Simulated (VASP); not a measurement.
## GeSe: relaxation of cell and atoms with PBEsol

GeSe:

```
Ge Se
1.0
    10.83300    0.00000    0.00000
     0.00000    3.83550    0.00000
     0.00000    0.00000    4.39540
Ge Se
4 4
Cartesian
  4.1056 2.8766 2.6869
  1.3109 0.9589 0.4892
  9.5221 2.8766 3.9062
  6.7274 0.9589 1.7085
  1.5870 2.8766 2.1872
  3.8295 0.9589 4.3849
  7.0035 2.8766 0.0105
  9.2460 0.9589 2.2082
```

| Property | Result |
| --- | --- |
| Program | VASP 6.6.1 |
| Task | relaxation of cell and atoms |
| Functional | PBEsol |
| Potentials or basis | VASP PAW PBE potentials, release 64 (Ge_d, Se) |
| Cutoff | 500 eV |
| k mesh | 4 × 8 × 6 |
| Occupations | gaussian, width 0.02 eV |
| Spin | no spin polarisation |
| Dipole correction | no |
| Further INCAR settings | ALGO = Normal; EDIFF = 1e-07; IBRION = 2; EDIFFG = -0.005; NSW = 100; ISIF = 3 |

```yaml
Relaxed_volume: 22.01 Å³/atom
Relaxed_cell: a = 10.725 Å, b = 3.858 Å, c = 4.256 Å, α = 90.00°, β = 90.00°, γ = 90.00°
Space_group_after_relaxing_to_0.1_Å: Pnma (No. 62)
Energy_gained_by_relaxing: 3.8 meV/atom
Ionic_steps: 23
Pressure_after_relaxing: 0.0 GPa
Largest_force_after_relaxing: 0.004 eV/Å
Band_gap_on_the_k_mesh: 0.36 eV (least direct gap 0.75 eV)
```

Forces on the atoms (eV/Å):
```
Ge  -0.003  0.000  0.000
Ge   0.003  0.000  0.000
Ge  -0.003  0.000  0.000
Ge   0.003  0.000  0.000
Se  -0.004  0.000  0.000
Se   0.004  0.000  0.000
Se  -0.004  0.000  0.000
Se   0.004  0.000  0.000
```

Step by step:
| step | energy change (eV) | largest force (eV/Å) | pressure (GPa) | volume (Å³) |
| --- | --- | --- | --- | --- |
| 1 | 0.0000 | 0.0857 | -0.65 | 182.63 |
| 2 | -0.0087 | 0.1332 | 0.00 | 180.18 |
| 3 | -0.0099 | 0.1602 | 0.34 | 178.95 |
| 4 | -0.0165 | 0.1186 | 0.26 | 178.34 |
| 5 | -0.0261 | 0.0165 | 0.05 | 176.50 |
| 6 | -0.0263 | 0.0266 | 0.05 | 176.20 |
| 7 | -0.0279 | 0.0205 | 0.00 | 176.25 |
| 8 | -0.0292 | 0.0202 | -0.12 | 176.33 |
| 9 | -0.0293 | 0.0218 | 0.11 | 175.75 |
| 10 | -0.0294 | 0.0168 | 0.02 | 175.99 |
| 11 | -0.0295 | 0.0127 | 0.03 | 176.01 |
| 12 | -0.0297 | 0.0087 | 0.01 | 176.05 |
| 13 | -0.0297 | 0.0092 | -0.02 | 176.06 |
| 14 | -0.0298 | 0.0128 | 0.04 | 175.93 |
| 15 | -0.0298 | 0.0138 | 0.06 | 175.91 |
| 16 | -0.0298 | 0.0136 | 0.05 | 175.92 |
| 17 | -0.0298 | 0.0132 | 0.05 | 175.94 |
| 18 | -0.0299 | 0.0127 | 0.03 | 175.99 |
| 19 | -0.0299 | 0.0119 | 0.02 | 176.08 |
| 20 | -0.0300 | 0.0121 | 0.01 | 176.05 |
| 21 | -0.0300 | 0.0067 | -0.01 | 176.08 |
| 22 | -0.0300 | 0.0058 | -0.02 | 176.08 |
| 23 | -0.0300 | 0.0041 | -0.01 | 176.09 |

Final structure:
```cif
data_structure
_symmetry_space_group_name_H-M 'P 1'
_symmetry_Int_Tables_number 1
_cell_length_a 10.7246
_cell_length_b 3.8583
_cell_length_c 4.2557
_cell_angle_alpha 90.000
_cell_angle_beta 90.000
_cell_angle_gamma 90.000
_cell_volume 176.09
loop_
_atom_site_label
_atom_site_type_symbol
_atom_site_fract_x
_atom_site_fract_y
_atom_site_fract_z
_atom_site_occupancy
Ge1 Ge 0.38064 0.75000 0.60577 1
Ge2 Ge 0.11936 0.25000 0.10577 1
Ge3 Ge 0.88064 0.75000 0.89423 1
Ge4 Ge 0.61936 0.25000 0.39423 1
Se1 Se 0.14410 0.75000 0.50675 1
Se2 Se 0.35590 0.25000 0.00675 1
Se3 Se 0.64410 0.75000 0.99325 1
Se4 Se 0.85590 0.25000 0.49325 1
```

Levels at points of the mesh, in eV from the valence-band top:
```tsv
k point	band 36	band 37	band 38	band 39	band 40	band 41	band 42	band 43	band 44	band 45
(0.00, 0.00, 0.00)	-1.98	-1.57	-1.32	-0.94	-0.39	0.36	2.63	2.63	2.63	2.98
(0.50, 0.00, 0.00)	-2.34	-1.94	-1.94	-0.56	-0.56	2.21	2.21	2.40	2.40	3.54
(0.00, 0.50, 0.00)	-2.03	-1.37	-1.37	-1.24	-1.24	0.92	0.92	1.10	1.10	1.44
(0.50, 0.50, 0.00)	-2.42	-1.57	-1.57	-1.57	-1.57	1.36	1.36	1.36	1.36	1.83
(0.00, 0.00, 0.50)	-1.43	-1.09	-1.09	-0.50	-0.50	1.04	1.04	1.61	1.61	1.80
(0.50, 0.00, 0.50)	-2.02	-0.66	-0.66	-0.64	-0.64	1.07	1.07	1.70	1.70	1.85
(0.00, 0.50, 0.50)	-3.64	-2.56	-2.56	-1.75	-1.75	2.72	2.72	3.24	3.24	4.79
(0.50, 0.50, 0.50)	-4.37	-1.69	-1.69	-1.69	-1.69	2.32	2.32	2.32	2.32	5.13
```

It took 30 min on 4 MPI ranks on Oxide Virtual Turin-like Processor, with other jobs on the host, peak memory 0.51 GiB a rank.

Caveat: the PAW data sets were made with another functional, which shifts forces and pressure a little. A k mesh can miss the band edges.
